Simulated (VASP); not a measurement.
Wanted: the native input for a VASP 6.6.1 run.

| Quantity | Value |
| --- | --- |
| Task | single point |
| Functional | PBE |
| Potentials or basis | VASP PAW PBE potentials, release 64 (Ga_d, O) |
| Cutoff | 520 eV |
| k mesh | 6 × 6 × 6 |
| Occupations | gaussian, width 0.02 eV |
| Spin | no spin polarisation |
| Dipole correction | no |
| Further INCAR settings | ALGO = Normal; EDIFF = 1e-06; NBANDS = 55 |

The structure of Ga2O3 lies in POSCAR:

```
Ga2O3
1.0
    2.5288071883      1.4600075109      4.5408731704
   -2.5288071883      1.4600075109      4.5408731704
    0.0000000000     -2.9200150218      4.5408731704
Ga O
4 6
Direct
    0.8558438243      0.8558438243      0.8558438243
    0.6441561757      0.6441561757      0.6441561757
    0.1441561757      0.1441561757      0.1441561757
    0.3558438243      0.3558438243      0.3558438243
    0.7500000000      0.4468728987      0.0531271013
    0.4468728987      0.0531271013      0.7500000000
    0.0531271013      0.7500000000      0.4468728987
    0.2500000000      0.5531271013      0.9468728987
    0.9468728987      0.2500000000      0.5531271013
    0.5531271013      0.9468728987      0.2500000000
```

The input as run:

INCAR

```
PREC = Accurate ; ENCUT = 520
EDIFF = 1E-6 ; ISMEAR = 0
SIGMA = 0.02 ; LREAL = F
LASPH = T ; NELM = 100
ALGO = Normal ; ISIF = 2
LWAVE = F ; LCHARG = F
GGA = PE ; NBANDS = 55
```

KPOINTS

```
regular mesh
0
Gamma
  6 6 6
```

Potentials or basis: VASP PAW PBE potentials, release 64 (Ga_d, O).

The run is started by

```sh
$ cat potpaw_PBE.64/Ga_d/POTCAR potpaw_PBE.64/O/POTCAR > POTCAR
$ mpirun -np 1 vasp_std > vasp.out
```

Results of the run:

```json
{
 "Pressure": "1.0 GPa",
 "Largest force": "0.011 eV/Å",
 "Band gap on the k mesh": "2.39 eV (least direct gap 2.63 eV)"
}
```

Run time: 4.9 min on 1 thread of Intel Xeon 8259CL, on a shared host, peak memory 0.31 GiB.
